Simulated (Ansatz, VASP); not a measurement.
## One calculation of Al2Cu, two programs

The input INCAR:

```
SYSTEM = Al2Cu
PREC     = Accurate       ! precision mode
ENCUT    = 520            ! plane-wave cutoff, eV
EDIFF    = 1E-6           ! SCF threshold, eV
ISMEAR   = 0              ! smearing method
SIGMA    = 0.1            ! smearing width, eV
LREAL    = .FALSE.        ! projectors in reciprocal space
LASPH    = .TRUE.         ! aspherical terms in the spheres
NELM     = 80             ! most SCF steps
ALGO     = Normal         ! electronic algorithm
ISIF     = 2              ! what is computed and relaxed
LWAVE    = .FALSE.        ! write WAVECAR
LCHARG   = .FALSE.        ! write CHGCAR
NBANDS   = 16             ! bands
```

The input KPOINTS:

```
regular mesh
0
G
  4 4 6
  0 0 0
```

The input POSCAR:

```
Al2Cu
1.0
    4.1051820000      0.0000000000      0.0000000000
    0.0000000000      4.1051820000      0.0000000000
    0.0000000000      0.0000000000      2.8913130000
Al Cu
2 1
Direct
    0.5000000000      0.0000000000      0.5000000000
    0.0000000000      0.5000000000      0.5000000000
    0.0000000000      0.0000000000      0.0000000000
```

Input for Ansatz:

```yaml
crystal:
  lattice:
    - [4.105182, 0.0, 0.0]
    - [0.0, 4.105182, 0.0]
    - [0.0, 0.0, 2.891313]
  atoms:
    - { symbol: Al, position: [0.5, 0.0, 0.5] }
    - { symbol: Al, position: [0.0, 0.5, 0.5] }
    - { symbol: Cu, position: [0.0, 0.0, 0.0] }
basis:
  ecutwfc: 420
kpoints:
  mp_grid: { grid: [4, 4, 6] }
hamiltonian:
  xc: lda
  pseudopotentials: { kind: paw, azcp: { folder: soft_1 } }
scf:
  occupations: { method: gaussian, width: 0.1 }
output:
  forces: true
  stress: true
  eigenvalues: true
```

Alike in both runs: task single point; functional LDA; k mesh 4 × 4 × 6; occupations gaussian, width 0.1 eV; no spin polarisation.

|  | VASP | Ansatz |
| --- | --- | --- |
| version | VASP 6.6.1 | Ansatz 0.2.0 |
| potentials or method | VASP PAW LDA potentials, release 64 (Al, Cu), cutoff 520 eV | scalar-relativistic, plane waves, PAW |
| valence electrons in the cell | 17 | 25 |

```tsv
	VASP	Ansatz	Ansatz less VASP
gap on the k mesh at the Fermi level (eV)	none	none	-
pressure (GPa)	-5.0	-5.2	-0.24
traceless stress, the component that is largest in VASP (GPa)	1.92	1.88	-0.039
```

Ansatz warns that its potentials were made for another functional, while VASP's fit it. LDA's correlation is that of Perdew and Zunger in VASP and of Perdew and Wang (1992) in Ansatz. A gap of «none» marks a metal or a gap that the smearing closes. VASP's potentials hold 17 valence electrons a cell and Ansatz's 25, so a difference there can come from the potentials and not from the codes.

The k mesh is coarse, so the values compare programs but aren't converged.
